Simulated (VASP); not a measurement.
Write the native input for VASP 6.6.1 that does the following.

```yaml
Task: single point
Functional: PBE
Potentials_or_basis: VASP PAW PBE potentials, release 64 (Eu)
Cutoff: 520 eV
k_mesh: 14 × 14 × 14
Occupations: gaussian, width 0.05 eV
Spin: collinear spin, ferromagnetic start
Starting_moments: "[7.72] μB"
Dipole_correction: no
Further_INCAR_settings: ALGO = Normal; EDIFF = 1e-06; NBANDS = 18
```

The structure of Eu lies in POSCAR:

```
Eu
1.0
   -2.1942365859      2.1942365859      2.1942365859
    2.1942365859     -2.1942365859      2.1942365859
    2.1942365859      2.1942365859     -2.1942365859
Eu
1
Direct
    0.0000000000      0.0000000000      0.0000000000
```

The input as run:

INCAR

```
PREC = Accurate ; ENCUT = 520
EDIFF = 1E-6 ; ISMEAR = 0
SIGMA = 0.05 ; LREAL = False
LASPH = True ; NELM = 150
ALGO = Normal ; ISIF = 2
LWAVE = False ; LCHARG = False
ISPIN = 2 ; MAGMOM = 7.72
LORBIT = 11 ; LMAXMIX = 6
GGA = PE ; NBANDS = 18
```

KPOINTS

```
Automatic mesh
0
Gamma
  14 14 14
```

Potentials or basis: VASP PAW PBE potentials, release 64 (Eu).

Run with:

```bash
$ cat potpaw_PBE.64/Eu/POTCAR > POTCAR
$ mpirun -np 1 vasp_std > vasp.out
```

It gave:

| Item | Value |
| --- | --- |
| Pressure | -0.3 GPa |
| Net moment | 7.23 μB per cell |
| Site moments | Eu +6.66 μB |
| Valence electrons inside the program's atomic spheres | Eu 14.73 |

Wall time 3.5 min on 1 thread of Intel(R) Xeon(R) Platinum 8559C (Emerald Rapids), on a shared host, peak memory 0.27 GiB.
